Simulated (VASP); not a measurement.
The system is GaBSb2.

```
CELL_PARAMETERS angstrom
3.99420 0.00000 0.00000
0.00000 3.99420 0.00000
0.00000 0.00000 5.80038
ATOMIC_POSITIONS crystal
B 0.00000 0.00000 0.00000
Sb 0.00000 0.50000 0.21729
Sb 0.50000 0.00000 0.78271
Ga 0.50000 0.50000 0.50000
```

Base run:

```yaml
Program: VASP 6.6.1
Functional: PBE
Potentials_or_basis: VASP PAW PBE potentials, release 64 (B, Sb, Ga_d)
Cutoff: 520 eV
k_mesh: 6 × 6 × 4
Occupations: fermi-dirac, width 0.02 eV
Spin: no spin polarisation
```

Its results: band gap on the k mesh zero (bands 13 and 14 overlap by 0.18 eV); pressure 1.8 GPa; largest force 0.213 eV/Å.

The run is repeated on the same cell with these changes: functional from PBE to r2SCAN. What comes out?

Band gap on the k mesh zero (filled and empty bands overlap); pressure 0.2 GPa; largest force 0.017 eV/Å.

Caveats: semilocal functionals underestimate gaps, so a narrow gap can read as zero; spin-orbit coupling is left out, which moves the levels of the heavy elements; the PAW data sets were made with another functional, which shifts forces and pressure a little (at least some runs).
